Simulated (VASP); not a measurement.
The system is TaAl5B.

```
Ta Al B
1.0
     3.10000    0.00000    0.00000
    -1.55000    2.68468    0.00000
     0.00000    0.00000   25.00000
Ta Al B
2 10 2
Direct
  0.00000 0.00000 0.43400
  0.00000 0.00000 0.56600
  0.66667 0.33333 0.27600
  0.00000 0.00000 0.19700
  0.33333 0.66667 0.11800
  0.66667 0.33333 0.03900
  0.33333 0.66667 0.96100
  0.66667 0.33333 0.64500
  0.33333 0.66667 0.35500
  0.00000 0.00000 0.80300
  0.66667 0.33333 0.88200
  0.33333 0.66667 0.72400
  0.33333 0.66667 0.50000
  0.66667 0.33333 0.50000
```

* Program: VASP 6.6.1
* Task: relaxation of cell and atoms
* Functional: PBE
* Potentials or basis: VASP PAW PBE potentials, release 64 (Ta_pv, Al, B)
* Cutoff: 600 eV
* k mesh: 6 × 6 × 1
* Occupations: gaussian, width 0.2 eV
* Spin: no spin polarisation

At the start: pressure 7.0 GPa; volume 14.86 Å³/atom.

Problem. How do energy, volume and symmetry change on relaxing?

Solution. Over 23 steps the energy falls by 140.3 meV/atom and the volume is 15.56 Å³/atom (+4.7 %); space group P-3m1 (No. 164, to 0.1 Å) before and after.

Step by step:
| step | energy change (eV) | largest force (eV/Å) | pressure (GPa) | volume (Å³) |
| --- | --- | --- | --- | --- |
| 1 | 0.0000 | 2.1540 | 6.98 | 208.06 |
| 2 | -1.1291 | 0.8968 | -4.93 | 227.65 |
| 3 | -1.1391 | 0.8024 | -4.05 | 225.68 |
| 4 | -1.5586 | 0.8078 | -0.08 | 216.97 |
| 5 | -1.6166 | 1.5332 | 3.16 | 211.56 |
| 6 | -1.7238 | 0.9736 | 3.24 | 211.09 |
| 7 | -1.7326 | 1.0906 | 3.16 | 211.20 |
| 8 | -1.8474 | 0.4085 | -0.14 | 216.33 |
| 9 | -1.8518 | 0.3854 | -0.89 | 217.60 |
| 10 | -1.8727 | 0.3380 | -0.45 | 216.70 |
| 11 | -1.8869 | 0.3048 | 0.35 | 215.16 |
| 12 | -1.9021 | 0.2417 | 0.31 | 215.38 |
| 13 | -1.9284 | 0.1720 | 0.25 | 216.04 |
| 14 | -1.9310 | 0.1765 | 0.25 | 216.32 |
| 15 | -1.9416 | 0.1501 | -0.31 | 217.58 |
| 16 | -1.9445 | 0.1577 | -0.79 | 218.69 |
| 17 | -1.9505 | 0.1495 | -0.46 | 218.24 |
| 18 | -1.9546 | 0.1370 | 0.06 | 217.53 |
| 19 | -1.9546 | 0.1406 | 0.11 | 217.46 |
| 20 | -1.9574 | 0.1090 | 0.09 | 217.50 |
| 21 | -1.9618 | 0.1265 | 0.04 | 217.64 |
| 22 | -1.9620 | 0.1509 | 0.02 | 217.68 |
| 23 | -1.9638 | 0.0355 | -0.10 | 217.81 |

Final structure:
```yaml
crystal:
  lattice:
    - [2.96153, 0.00000, 0.00000]
    - [-1.48077, 2.56476, 0.00000]
    - [0.00000, 0.00000, 28.67569]
  atoms:
    - { symbol: Ta, position: [0.00000, 0.00000, 0.43959] }
    - { symbol: Ta, position: [0.00000, 0.00000, 0.56041] }
    - { symbol: Al, position: [0.66667, 0.33333, 0.28079] }
    - { symbol: Al, position: [0.00000, 0.00000, 0.20139] }
    - { symbol: Al, position: [0.33333, 0.66667, 0.12084] }
    - { symbol: Al, position: [0.66667, 0.33333, 0.04036] }
    - { symbol: Al, position: [0.33333, 0.66667, 0.95964] }
    - { symbol: Al, position: [0.66667, 0.33333, 0.63864] }
    - { symbol: Al, position: [0.33333, 0.66667, 0.36136] }
    - { symbol: Al, position: [0.00000, 0.00000, 0.79861] }
    - { symbol: Al, position: [0.66667, 0.33333, 0.87916] }
    - { symbol: Al, position: [0.33333, 0.66667, 0.71921] }
    - { symbol: B, position: [0.33333, 0.66667, 0.50014] }
    - { symbol: B, position: [0.66667, 0.33333, 0.49986] }
```

Caveat: the k points lie up to 0.41 Å⁻¹ apart in the final cell; the highest band is partly filled, so the run has too few bands; the relaxation stopped at a loose force limit of 0.08 eV/Å, so its end isn't a converged minimum.
